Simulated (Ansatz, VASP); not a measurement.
## Two plane-wave programs on Rh

INCAR

```
  PREC = Accurate
  ENCUT = 520
  EDIFF = 1E-6
  ISMEAR = 0
  SIGMA = 0.15
  LREAL = F
  LASPH = T
  NELM = 80
  ALGO = Fast
  ISIF = 2
  LWAVE = F
  LCHARG = T
  GGA = PS
  LELF = T
  LVHAR = T
  NBANDS = 38
```

File KPOINTS:

```
Automatic mesh
0
Gamma
  18 18 6
```

POSCAR

```
Rh
1.0
    2.7291000000      0.0000000000      0.0000000000
   -1.3645500000      2.3634699295      0.0000000000
    0.0000000000      0.0000000000      8.7275109659
Rh
4
Direct
    0.0000000000      0.0000000000      0.0000000000
    0.3333333333      0.6666666667      0.2500000000
    0.0000000000      0.0000000000      0.5000000000
    0.6666666667      0.3333333333      0.7500000000
```

Input for Ansatz:

```yaml
crystal:
  lattice:
    - [2.7291, 0.0, 0.0]
    - [-1.36455, 2.3634699295, 0.0]
    - [0.0, 0.0, 8.7275109659]
  atoms:
    - { symbol: Rh, position: [0.0, 0.0, 0.0] }
    - { symbol: Rh, position: [0.3333333333, 0.6666666667, 0.25] }
    - { symbol: Rh, position: [0.0, 0.0, 0.5] }
    - { symbol: Rh, position: [0.6666666667, 0.3333333333, 0.75] }
basis:
  ecutwfc: 420
kpoints:
  mp_grid: { grid: [18, 18, 6] }
hamiltonian:
  xc: pbesol
  pseudopotentials: { kind: paw, azcp: { folder: soft_1 } }
scf:
  occupations: { method: gaussian, width: 0.15 }
output:
  forces: true
  stress: true
  eigenvalues: true
```

Alike in both runs: task single point; functional PBEsol; k mesh 18 × 18 × 6; occupations gaussian, width 0.15 eV; no spin polarisation.

```csv
,VASP,Ansatz
version,VASP 6.6.1,Ansatz 0.2.0
potentials or method,"VASP PAW PBE potentials, release 64 (Rh_pv), cutoff 520 eV","scalar-relativistic, plane waves, PAW"
valence electrons in the cell,60,68
```

```csv
,VASP,Ansatz,Ansatz less VASP
gap on the k mesh at the Fermi level (eV),none,none,-
pressure (GPa),-10.3,-10.3,+0.04
"traceless stress, the component that is largest in VASP (GPa)",3.99,4.01,+0.022
```

VASP's potentials were made for PBE, not for PBEsol, and Ansatz warns of the same on its side. A gap of «none» marks a metal or a gap that the smearing closes. The functional is the same, so the differences come from potentials, cutoffs and numerics. VASP's potentials hold 60 valence electrons a cell and Ansatz's 68, so a difference there can come from the potentials and not from the codes.
